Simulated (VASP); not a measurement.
# BaTiO3 (P4mm) in VASP: electric field gradients with PBE

Aim: the electric field gradients of BaTiO3 with PBE.

Everything below comes from runs of VASP 6.6.1. Logs are shortened: lines on timing, memory, paths and dates and some standing lists are left out, and cuts for length are marked.

### 1 The cell of the first run

It takes space group P4mm (No. 99, tetragonal). The conventional cell has a = 3.985 Å, b = 3.985 Å, c = 4.202 Å, α = 90.00°, β = 90.00°, γ = 90.00°. Within 3.7 Å of Ba (site symmetry 4mm) lie 12 O at 2.80 to 2.99 Å and 8 Ti at 3.47 to 3.56 Å. Ti (site symmetry 4mm) has 6 O at 1.81 to 2.39 Å within 2.4 Å. Within 2.4 Å of O (site symmetry 4mm) lie 2 Ti at 1.81 to 2.39 Å. O (site symmetry 2mm) has 2 Ti at 2.00 Å and 4 Ba at 2.80 to 2.99 Å and 8 O at 2.82 to 2.96 Å within 3.0 Å.

### 2 Electric field gradients, PBE

INCAR

```
PREC = Accurate ; ENCUT = 910
EDIFF = 1E-8 ; ISMEAR = 0
SIGMA = 0.05 ; LREAL = F
LASPH = T ; NELM = 120
ALGO = Normal ; ISIF = 2
LWAVE = F ; LCHARG = F
GGA = PE ; LEFG = T
NBANDS = 28 ; GGA_COMPAT = F
```

KPOINTS

```
Automatic mesh
0
Gamma
  6 6 6
```

POSCAR

```
BaTiO3
1.0
    3.9852772057      0.0000000000      0.0000000000
    0.0000000000      3.9852772057      0.0000000000
    0.0000000000      0.0000000000      4.2019547584
Ba Ti O
1 1 3
Direct
    0.0000000000      0.0000000000     -0.0106714820
    0.5000000000      0.5000000000      0.4720898641
    0.5000000000      0.5000000000      0.0408513749
    0.5000000000      0.0000000000      0.5203651216
    0.0000000000      0.5000000000      0.5203651216
```

Potentials or basis: VASP PAW PBE potentials, release 64 (Ba_sv, Ti_sv, O_h).

Command:

```bash
> cat potpaw_PBE.64/Ba_sv/POTCAR potpaw_PBE.64/Ti_sv/POTCAR potpaw_PBE.64/O_h/POTCAR > POTCAR
> mpirun -np 1 vasp_std > vasp.out
```

OUTCAR:

```text
PREC = Accurate
   ENCUT = 910
   EDIFF = 1E-8
   ISMEAR = 0
   LREAL = F
   LASPH = T
   NELM = 120
   ISIF = 2
   GGA = PE

 ion  position               nearest neighbor table
   1  0.000  0.000  0.989-   4 2.80   5 2.80   5 2.80   4 2.80   3 2.83   3 2.83   3 2.83   3 2.83
                             4 2.99   5 2.99   5 2.99   4 2.99   2 3.47   2 3.47   2 3.47   2 3.47
   2  0.500  0.500  0.472-   3 1.81   4 2.00   5 2.00   4 2.00   5 2.00   1 3.47   1 3.47   1 3.47
                             1 3.47   1 3.56   1 3.56   1 3.56   1 3.56
   3  0.500  0.500  0.041-   2 1.81   1 2.83   1 2.83   1 2.83   1 2.83
   4  0.500  0.000  0.520-   2 2.00   2 2.00   1 2.80   1 2.80   1 2.99   1 2.99
   5  0.000  0.500  0.520-   2 2.00   2 2.00   1 2.80   1 2.80   1 2.99   1 2.99

  LATTYP: Found a simple tetragonal cell.
 ALAT       =     3.9852772057
 C/A-ratio  =     1.0543695059

  Lattice vectors:

 A1 = (   3.9852772057,   0.0000000000,   0.0000000000)
 A2 = (   0.0000000000,   3.9852772057,   0.0000000000)
 A3 = (   0.0000000000,   0.0000000000,   4.2019547584)

Analysis of symmetry for initial positions (statically):
=====================================================================
 Subroutine PRICEL returns:
 Original cell was already a primitive cell.

 Routine SETGRP: Setting up the symmetry group for a
 simple tetragonal supercell.

 Subroutine GETGRP returns: Found  8 space group operations
 (whereof  8 operations were pure point group operations)
 out of a pool of 16 trial point group operations.

The static configuration has the point symmetry C_4v.

Analysis of symmetry for dynamics (positions and initial velocities):
=====================================================================
 Subroutine PRICEL returns:
 Original cell was already a primitive cell.

 Routine SETGRP: Setting up the symmetry group for a
 simple tetragonal supercell.

 Subroutine GETGRP returns: Found  8 space group operations
 (whereof  8 operations were pure point group operations)
 out of a pool of 16 trial point group operations.

The dynamic configuration has the point symmetry C_4v.

 Subroutine INISYM returns: Found  8 space group operations
 (whereof  8 operations are pure point group operations),
 and found     1 'primitive' translations

----------------------------------------------------------------------------------------

                                     Primitive cell

  volume of cell :      66.7373

  direct lattice vectors                    reciprocal lattice vectors
     3.985277206  0.000000000  0.000000000     0.250923574  0.000000000  0.000000000
     0.000000000  3.985277206  0.000000000     0.000000000  0.250923574  0.000000000
     0.000000000  0.000000000  4.201954758     0.000000000  0.000000000  0.237984476

  length of vectors
     3.985277206  3.985277206  4.201954758     0.250923574  0.250923574  0.237984476

  position of ions in fractional coordinates (direct lattice)
     0.000000000  0.000000000  0.989328518
     0.500000000  0.500000000  0.472089864
     0.500000000  0.500000000  0.040851375
     0.500000000  0.000000000  0.520365122
     0.000000000  0.500000000  0.520365122

  ion indices of the primitive-cell ions
   primitive index   ion index
                 1           1
                 2           2
                 3           3
                 4           4
                 5           5

----------------------------------------------------------------------------------------

 KPOINTS: Automatic mesh

Automatic generation of k-mesh.
 Grid dimensions read from file:
 generate k-points for:    6    6    6

 Generating k-lattice:

  Cartesian coordinates                     Fractional coordinates (reciprocal lattice)
     0.041820596  0.000000000  0.000000000     0.166666667  0.000000000  0.000000000
     0.000000000  0.041820596  0.000000000     0.000000000  0.166666667  0.000000000
[... 52 lines left out ...]
   ISPIN  =      1    spin polarized calculation?
   LNONCOLLINEAR =      F non collinear calculations
   LSORBIT =      F    spin-orbit coupling
   LASPH  =      T    aspherical Exc in radial PAW
   ENCUT  =  910.0 eV  66.88 Ry    8.18 a.u.   9.80  9.80 10.34*2*pi/ulx,y,z
   NELM   =    120;   NELMIN=  2; NELMDL= -5     # of ELM steps
   EDIFF  = 0.1E-07   stopping-criterion for ELM
   LREAL  =      F    real-space projection
   EDIFFG = 0.1E-06   stopping-criterion for IOM
   NSW    =      0    number of steps for IOM
   IBRION =     -1    ionic relax: 0-MD 1-quasi-New 2-CG
   NFREE  =      0    steps in history (QN), initial steepest desc. (CG)
   ISIF   =      2    stress and relaxation
   ISYM   =      2    0-nonsym 1-usesym 2-fastsym
   POTIM  = 0.5000    time-step for ionic-motion
   TEBEG  =    0.0;   TEEND  =   0.0 temperature during run
   PSTRESS=    0.0 pullay stress
   NELECT =      40.0000    total number of electrons
   NUPDOWN=      -1.0000    fix difference up-down
   EMIN   =  10.00;   EMAX   =-10.00  energy-range for DOS
   EFERMI =   0.00;   METHOD = LEGACY
   ISMEAR =     0;   SIGMA  =   0.05  broadening in eV -4-tet -1-fermi 0-gaus
   EFERMI_NEDOS =   21; number of points for ismear=-14 and -15
   IALGO  =     38    algorithm
   IMIX   =      4    mixing-type and parameters
     AMIX     =   0.40;   BMIX     =  1.00
     AMIX_MAG =   1.60;   BMIX_MAG =  1.00
  volume/ion in A,a.u.               =      13.35        90.07
  Fermi-wavevector in a.u.,A,eV,Ry     =   1.380295  2.608380 25.922026  1.905215
  Thomas-Fermi vector in A             =   2.505186
   LORBIT       =      0    0 simple, 1 ext, 2 COOP (PROOUT), +10 PAW based schemes
   GGA     = PE    functional components
   LHFCALC =     F    Hartree Fock is set to
   AEXX    =    0.0000 exact exchange contribution
   IVDW    =     0    specifies the selected vdW correction
   LEPSILON=     F    determine dielectric tensor
   LRPA    =     F    only Hartree local field effects (RPA)
 non-spin polarized calculation
 Gauss-broadening in eV      SIGMA  =   0.05
  energy-cutoff  :      910.00
  volume of cell :       66.74
 maximum number of plane-waves:      4188
 NGX is ok and might be reduce to    40
   NGX = 19   NGY = 19   NGZ = 21

 number of electron      40.0000005 magnetization

 Free energy of the ion-electron system (eV)
  ---------------------------------------------------
  ext. energy  EPLUGINS =         0.00000000
  ---------------------------------------------------
  free energy    TOTEN  =       -40.06748888 eV

  energy without entropy =      -40.06748888  energy(sigma->0) =      -40.06748888

 E-fermi :   4.3934     XC(G=0): -11.0264

 val. band max:        4.0883117901   @ k =   0.5000   0.5000   0.5000
 cond. band min:       5.8821755465   @ k =   0.0000   0.0000   0.0000
 fundamental gap:      1.7938637564
 Fermi energy:         4.3933835115

 k-point     1 :       0.0000    0.0000    0.0000
  band No.  band energies     occupation
      1     -52.5591      2.00000
      2     -28.8943      2.00000
      3     -28.7563      2.00000
      4     -28.7563      2.00000
      5     -21.0983      2.00000
      6     -12.9247      2.00000
[... 733 lines left out ...]
     27      11.7056      0.00000
     28      13.0131      0.00000

 [... further k-points ...]

------------------------ aborting loop because EDIFF is reached ----------------------------------------

  FORCE on cell =-STRESS in cart. coord.  units (eV):
  Direction    XX          YY          ZZ          XY          YZ          ZX
  --------------------------------------------------------------------------------------
  -------------------------------------------------------------------------------------
  Total        0.5215795      0.5215795      0.4961678      0.0000000      0.0000000      0.0000000
  in kB       12.5216817     12.5216817     11.9116164      0.0000000      0.0000000      0.0000000
  external PRESSURE =      12.3183266 kB  Pullay stress =       0.0000000 kB

 VOLUME and BASIS-vectors are now :
 -----------------------------------------------------------------------------
  energy-cutoff  :      910.00
  volume of cell :       66.74
      direct lattice vectors                 reciprocal lattice vectors
     3.985277206  0.000000000  0.000000000     0.250923574  0.000000000  0.000000000
     0.000000000  3.985277206  0.000000000     0.000000000  0.250923574  0.000000000
     0.000000000  0.000000000  4.201954758     0.000000000  0.000000000  0.237984476

 POSITION                                       TOTAL-FORCE (eV/Angst)
 -----------------------------------------------------------------------------------
      0.00000      0.00000      4.15711         0.000000      0.000000      0.048067
      1.99264      1.99264      1.98370        -0.000000      0.000000      0.037755
      1.99264      1.99264      0.17166         0.000000     -0.000000     -0.042643
      1.99264      0.00000      2.18655         0.000000      0.000000     -0.021589
      0.00000      1.99264      2.18655         0.000000      0.000000     -0.021589
 -----------------------------------------------------------------------------------
    total drift:                                0.000000      0.000000      0.001409

  FREE ENERGIE OF THE ION-ELECTRON SYSTEM (eV)
  ---------------------------------------------------
  free  energy   TOTEN  =       -40.0674888780 eV

  energy  without entropy=      -40.0674888780  energy(sigma->0) =      -40.06748888

 Electric field gradients (V/A^2)
---------------------------------------------------------------------
 ion       V_xx      V_yy      V_zz      V_xy      V_xz      V_yz
---------------------------------------------------------------------
   1       4.051     4.051    -8.102     0.000    -0.000     0.000
   2     -10.475   -10.475    20.950    -0.000    -0.000     0.000
   3      -6.829    -6.829    13.658     0.000     0.000    -0.000
   4     -18.677    26.978    -8.301     0.000     0.000     0.000
   5      26.978   -18.677    -8.301    -0.000     0.000     0.000
---------------------------------------------------------------------

 Electric field gradients after diagonalization (V/A^2)
 (convention: |V_zz| > |V_xx| > |V_yy|)
----------------------------------------------------------------------
 ion       V_xx      V_yy      V_zz     asymmetry (V_yy - V_xx)/ V_zz
----------------------------------------------------------------------
   1       4.051     4.051    -8.102       0.000
   2     -10.475   -10.475    20.950       0.000
   3      -6.829    -6.829    13.658       0.000
   4     -18.677    -8.301    26.978       0.385
   5     -18.677    -8.301    26.978       0.385
----------------------------------------------------------------------

           NMR quadrupolar parameters

 Cq : quadrupolar parameter    Cq=e*Q*V_zz/h
 eta: asymmetry parameters     (V_yy - V_xx)/ V_zz
 Q  : nuclear electric quadrupole moment in mb (millibarn)
----------------------------------------------------------------------
 ion       Cq(MHz)       eta       Q (mb)
----------------------------------------------------------------------
   1      -0.020       0.000       1.000
   2       0.051       0.000       1.000
   3       0.033       0.000       1.000
   4       0.065       0.385       1.000
   5       0.065       0.385       1.000
----------------------------------------------------------------------
```

It took 87 s on 1 thread of Intel Xeon 6975P-C (Granite Rapids), shared host; peak memory 0.35 GiB.

Results:

```yaml
Free_energy: -40.0675 eV
Pressure: 1.2 GPa
Largest_force: 0.048 eV/Å
Band_gap_on_the_k_mesh: 1.79 eV (least direct gap 2.36 eV)
Largest_electric_field_gradient_by_atom: Ba -8.1; Ti +20.9; O +13.7, +27.0 (each value once) V/Å²
```

Forces on the atoms (eV/Å):
```
Ba   0.000  0.000  0.048
Ti   0.000  0.000  0.038
O    0.000  0.000 -0.043
O    0.000  0.000 -0.022
O    0.000  0.000 -0.022
```

Levels at points of the mesh, in eV from the valence-band top:
| k point | band 18 | band 19 | band 20 | band 21 | band 22 | band 23 |
| --- | --- | --- | --- | --- | --- | --- |
| (0.00, 0.00, 0.00) | -0.94 | -0.57 | -0.57 | 1.79 | 2.44 | 2.44 |
| (0.50, 0.00, 0.00) | -1.71 | -1.58 | -1.35 | 2.51 | 3.42 | 3.53 |
| (0.50, 0.50, 0.00) | -1.17 | -1.17 | -0.06 | 3.56 | 3.56 | 3.90 |
| (0.00, 0.00, 0.50) | -2.00 | -0.74 | -0.74 | 1.92 | 3.44 | 3.44 |
| (0.50, 0.00, 0.50) | -1.18 | -1.09 | -0.53 | 3.45 | 3.47 | 3.71 |
| (0.50, 0.50, 0.50) | -0.46 | -0.46 | 0.00 | 3.95 | 3.95 | 4.06 |

Electric field gradients, principal values (V/Å²):
```
atom    least   middle  greatest (by size)
1 Ba    4.051    4.051              -8.102
2 Ti  -10.475  -10.475              20.950
 3 O   -6.829   -6.829              13.658
 4 O   -8.301  -18.677              26.978
 5 O   -8.301  -18.677              26.978
```

Caveat: the cutoff is under 1.25 times the usual one of these potentials, so pressure, stress and relaxed cells hold a basis-set (Pulay) error; without QUAD_EFG the Cq values of the log hold for a quadrupole moment of 1 mb, not for the nuclei; spin-orbit coupling is left out, which moves the levels of the heavy elements. A hybrid or GW would open this gap; PBE tends to underestimate it.
